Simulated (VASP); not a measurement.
A run of VASP 6.6.1 is set up as follows.

The input INCAR:

```
SYSTEM = Mg5Te2
ALGO     = Fast           ! electronic algorithm
EDIFF    = 1E-6           ! SCF threshold, eV
EDIFFG   = -0.01          ! ionic threshold
ENCUT    = 600            ! plane-wave cutoff, eV
GGA      = PE             ! functional
IBRION   = 2              ! ionic algorithm
ISIF     = 3              ! what is computed and relaxed
ISMEAR   = 0              ! smearing method
LASPH    = .TRUE.         ! aspherical terms in the spheres
LCHARG   = .FALSE.        ! write CHGCAR
LREAL    = .FALSE.        ! projectors in reciprocal space
LWAVE    = .FALSE.        ! write WAVECAR
NELM     = 60             ! most SCF steps
NSW      = 100            ! ionic steps
PREC     = Accurate       ! precision mode
SIGMA    = 0.1            ! smearing width, eV
```

KPOINTS

```
k-points
0
G
  6 6 6
  0 0 0
```

Contents of POSCAR:

```
Mg5Te2
1.0
    3.1209994533      1.8019098745      5.3527849234
   -3.1209994533      1.8019098745      5.3527849234
    0.0000000000     -3.6038197490      5.3527849234
Mg Te
5 2
Direct
    0.1767385258      0.1767385258      0.1767385258
    0.8232614742      0.8232614742      0.8232614742
    0.5000000000      0.5000000000      0.0000000000
    0.0000000000      0.5000000000      0.5000000000
    0.5000000000      0.0000000000      0.5000000000
    0.0000000000      0.0000000000      0.0000000000
    0.5000000000      0.5000000000      0.5000000000
```

Potentials or basis: VASP PAW PBE potentials, release 64 (Mg, Te).

Run with:

```sh
$ cat potpaw_PBE.64/Mg/POTCAR potpaw_PBE.64/Te/POTCAR > POTCAR
$ mpirun -np 1 vasp_std > vasp.out
```

(1) Predict the relaxed volume.

(2) Predict the band gap on the k mesh.

(3) What does it give for the relaxed cell?

Results:

(1) 25.65 Å³/atom.

(2) zero (bands 11 and 12 overlap by 1.86 eV).

(3) a = 6.485 Å, b = 6.485 Å, c = 6.485 Å, α = 57.00°, β = 57.00°, γ = 57.00°.

Caveat: spin-orbit coupling is left out, which moves the levels of the heavy elements.
